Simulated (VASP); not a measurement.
Wanted: the native input for a VASP 6.6.1 run.

```yaml
Task: single point
Functional: r2SCAN
Potentials_or_basis: VASP PAW PBE potentials, release 64 (Si)
Cutoff: 520 eV
k_mesh: 12 × 12 × 12
Occupations: gaussian, width 0.05 eV
Spin: no spin polarisation
Dipole_correction: no
Further_INCAR_settings: ALGO = Normal; EDIFF = 1e-06; NBANDS = 11
```

Crystal: Si.

```
Si
1.0
     0.00000    2.67166    2.80525
     2.67166    0.00000    2.80525
     2.67166    2.67166    0.00000
Si
2
Direct
  0.50000 0.50000 0.50000
  0.75000 0.75000 0.75000
```

This cell differs from its parent crystal: ratio of the length along z to the lengths across it x 1.05, volume and fractional coordinates fixed.

These files were run (other wordings do the same):

POSCAR

```
Si
1.0
    0.0000000000      2.6716644366      2.8052476584
    2.6716644366      0.0000000000      2.8052476584
    2.6716644366      2.6716644366      0.0000000000
Si
2
Direct
    0.5000000000      0.5000000000      0.5000000000
    0.7500000000      0.7500000000      0.7500000000
```

INCAR.step1

```
ALGO = Normal
EDIFF = 1E-4
ENCUT = 520
GGA = PE
ISMEAR = 0
LASPH = True
LCHARG = False
LREAL = False
LWAVE = True
NBANDS = 11
NELM = 60
PREC = Accurate
SIGMA = 0.05
```

INCAR.step2

```
ALGO = Normal
EDIFF = 1E-6
ENCUT = 520
ISIF = 2
ISMEAR = 0
ISTART = 1
LASPH = True
LCHARG = True
LELF = True
LMIXTAU = True
LREAL = False
LVHAR = True
LWAVE = False
METAGGA = R2SCAN
NBANDS = 11
NELM = 60
PREC = Accurate
SIGMA = 0.05
```

KPOINTS

```
k-points
0
Gamma
  12 12 12
```

Potentials or basis: VASP PAW PBE potentials, release 64 (Si).

Launch:

```console
$ cat potpaw_PBE.64/Si/POTCAR > POTCAR
$ cp INCAR.step1 INCAR
$ mpirun -np 1 vasp_std > vasp.out
$ cp INCAR.step2 INCAR
$ mpirun -np 1 vasp_std > vasp.out
```

It gave:

```json
{
 "Pressure": "0.4 GPa",
 "Band gap on the k mesh": "0.49 eV, indirect (least direct gap 2.57 eV)"
}
```

Caveat: the PAW data sets were made with another functional, which shifts forces and pressure a little.

Wall time 4.1 min on 1 thread of Intel Xeon 6975P-C, on a shared host, peak memory 0.19 GiB.
